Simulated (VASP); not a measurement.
Wanted: the native input for a VASP 6.6.1 run.

| Item | Value |
| --- | --- |
| Task | single point |
| Functional | PBE |
| Potentials or basis | VASP PAW PBE potentials, release 64 (Sn_d) |
| Cutoff | 500 eV |
| k mesh | 6 × 6 × 6 |
| Occupations | gaussian, width 0.1 eV |
| Spin | no spin polarisation |
| Dipole correction | no |
| Further INCAR settings | ALGO = Normal; EDIFF = 1e-06; NBANDS = 13 |

The structure of Sn lies in POSCAR:

```
Sn
1.0
   -1.8500322743      1.8500322743      1.8500322743
    1.8500322743     -1.8500322743      1.8500322743
    1.8500322743      1.8500322743     -1.8500322743
Sn
1
Direct
    0.0000000000      0.0000000000      0.0000000000
```

The input as run:

INCAR

```
SYSTEM = Sn
ALGO     = Normal         ! electronic algorithm
EDIFF    = 1E-6           ! SCF threshold, eV
ENCUT    = 500            ! plane-wave cutoff, eV
GGA      = PE             ! functional
GGA_COMPAT= .FALSE.      
ISIF     = 2              ! what is computed and relaxed
ISMEAR   = 0              ! smearing method
LASPH    = .TRUE.         ! aspherical terms in the spheres
LCHARG   = .FALSE.        ! write CHGCAR
LREAL    = .FALSE.        ! projectors in reciprocal space
LWAVE    = .FALSE.        ! write WAVECAR
NBANDS   = 13             ! bands
NELM     = 120            ! most SCF steps
PREC     = Accurate       ! precision mode
SIGMA    = 0.1            ! smearing width, eV
```

KPOINTS

```
k-points
0
G
  6 6 6
  0 0 0
```

Potentials or basis: VASP PAW PBE potentials, release 64 (Sn_d).

Command:

```sh
$ cat potpaw_PBE.64/Sn_d/POTCAR > POTCAR
$ mpirun -np 1 vasp_std > vasp.out
```

It gave:

```yaml
Pressure: 5.3 GPa
Band_gap_on_the_k_mesh: zero (band 7 reaches 17.63 eV, above the bottom of band 8 at 6.28 eV)
```

Caveat: the k points lie up to 0.40 Å⁻¹ apart; spin-orbit coupling is left out, which moves the levels of the heavy elements.

It took 7.2 s on 1 thread of Intel Xeon 8259CL, on a shared host, peak memory 0.14 GiB.
